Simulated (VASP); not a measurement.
Set up this calculation in VASP 6.6.1, as the native input.

- Task: electric field gradients
- Functional: PBE
- Potentials or basis: VASP PAW PBE potentials, release 64 (Mo_sv)
- Cutoff: 520 eV
- k mesh: 17 × 17 × 17
- Occupations: fermi-dirac, width 0.08 eV
- Spin: no spin polarisation
- Dipole correction: no
- Further INCAR settings: ALGO = Normal; EDIFF = 1e-08; NBANDS = 13

The structure of Mo lies in POSCAR:

```
Mo
1.0
    0.0000000000      2.0150000000      2.0150000000
    2.0150000000      0.0000000000      2.0150000000
    2.0150000000      2.0150000000      0.0000000000
Mo
1
Direct
    0.0000000000      0.0000000000      0.0000000000
```

The input as run:

INCAR

```
PREC = Accurate
ENCUT = 520
EDIFF = 1E-8
ISMEAR = -1
SIGMA = 0.08
LREAL = F
LASPH = T
NELM = 100
ALGO = Normal
ISIF = 2
LWAVE = F
LCHARG = F
GGA = PE
LEFG = T
NBANDS = 13
```

KPOINTS

```
Automatic mesh
0
Gamma
  17 17 17
```

Potentials or basis: VASP PAW PBE potentials, release 64 (Mo_sv).

Run with:

```bash
$ cat potpaw_PBE.64/Mo_sv/POTCAR > POTCAR
$ mpirun -np 1 vasp_std > vasp.out
```

Results of the run:

The pressure is -4.2 GPa and the band gap on the k mesh is zero (band 7 reaches 15.22 eV, above the bottom of band 8 at 10.78 eV).

Caveat: without QUAD_EFG the Cq values of the log hold for a quadrupole moment of 1 mb, not for the nuclei.

It took 11 s on 1 thread of Intel(R) Xeon(R) 6975P-C (Granite Rapids), with other jobs on the host, peak memory 0.16 GiB.
